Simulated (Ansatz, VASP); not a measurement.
# Two plane-wave programs on As

```xyz
1
Lattice="-1.7403 1.7403 1.7403 1.7403 -1.7403 1.7403 1.7403 1.7403 -1.7403" Properties=species:S:1:pos:R:3 pbc="T T T"
As    0.0000    0.0000    0.0000
```

Alike in both runs: functional BLYP; k mesh 13 × 13 × 13; occupations fermi-dirac, width 0.1 eV; no spin polarisation.

Ansatz relaxed the structure, and its values are those at the end. VASP's run is a single point on that final structure, the one shown.

```csv
,VASP,Ansatz
version,VASP 6.6.1,Ansatz 0.2.0
potentials or method,"VASP PAW PBE potentials, release 64 (As), cutoff 500 eV","plane waves (420 eV) with PAW, scalar-relativistic"
valence electrons in the cell,5,15
```

```csv
,VASP,Ansatz,Ansatz less VASP
pressure (GPa),0.2,0.0,-0.20
```

VASP's potentials were made for PBE, not for BLYP. VASP's potentials hold 5 valence electrons a cell and Ansatz's 15, so a difference there can come from the potentials and not from the codes.
